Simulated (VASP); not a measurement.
Wanted: the native input for a VASP 6.6.1 run.

| Item | Value |
| --- | --- |
| Task | single point |
| Functional | r2SCAN |
| Potentials or basis | VASP PAW PBE potentials, release 64 (Sc_sv, Al) |
| Cutoff | 520 eV |
| k mesh | 14 × 14 × 14 |
| Occupations | gaussian, width 0.1 eV |
| Spin | no spin polarisation |
| Dipole correction | no |
| Further INCAR settings | ALGO = Normal; EDIFF = 1e-07; NBANDS = 14 |

Crystal: ScAl.

```xyz
2
Lattice="2.9816 0.0000 0.0000 0.0000 2.9816 0.0000 0.0000 0.0000 2.9816" Properties=species:S:1:pos:R:3 pbc="T T T"
Sc    1.4908    1.4908    1.4908
Al    0.0000    0.0000    0.0000
```

These files were run (other wordings do the same):

POSCAR

```
ScAl
1.0
    2.9815704579      0.0000000000      0.0000000000
    0.0000000000      2.9815704579      0.0000000000
    0.0000000000      0.0000000000      2.9815704579
Sc Al
1 1
Direct
    0.5000000000      0.5000000000      0.5000000000
    0.0000000000      0.0000000000      0.0000000000
```

INCAR.step1

```
PREC = Accurate ; ENCUT = 520
ISMEAR = 0 ; SIGMA = 0.1
LREAL = F ; LASPH = T
NELM = 80 ; NBANDS = 14
GGA = PE ; ALGO = Normal
EDIFF = 1E-4 ; LWAVE = T
LCHARG = F
```

INCAR.step2

```
PREC = Accurate ; ENCUT = 520
EDIFF = 1E-7 ; ISMEAR = 0
SIGMA = 0.1 ; LREAL = F
LASPH = T ; NELM = 80
ALGO = Normal ; ISIF = 2
LWAVE = F ; LCHARG = T
METAGGA = R2SCAN ; LMIXTAU = T
LELF = T ; LVHAR = T
NBANDS = 14 ; ISTART = 1
```

KPOINTS

```
Automatic mesh
0
Gamma
  14 14 14
```

Potentials or basis: VASP PAW PBE potentials, release 64 (Sc_sv, Al).

The run is started by

```sh
$ cat potpaw_PBE.64/Sc_sv/POTCAR potpaw_PBE.64/Al/POTCAR > POTCAR
$ cp INCAR.step1 INCAR
$ mpirun -np 1 vasp_std > vasp.out
$ cp INCAR.step2 INCAR
$ mpirun -np 1 vasp_std > vasp.out
```

Results of the run:

The pressure is 60.7 GPa and the band gap on the k mesh is zero (bands 7 and 8 overlap by 1.29 eV).

Caveat: the cell stands under pressure; the PAW data sets were made with another functional, which shifts forces and pressure a little.

It took 94 s on 1 thread of Oxide Virtual Turin-like Processor, on a shared host, peak memory 0.14 GiB.
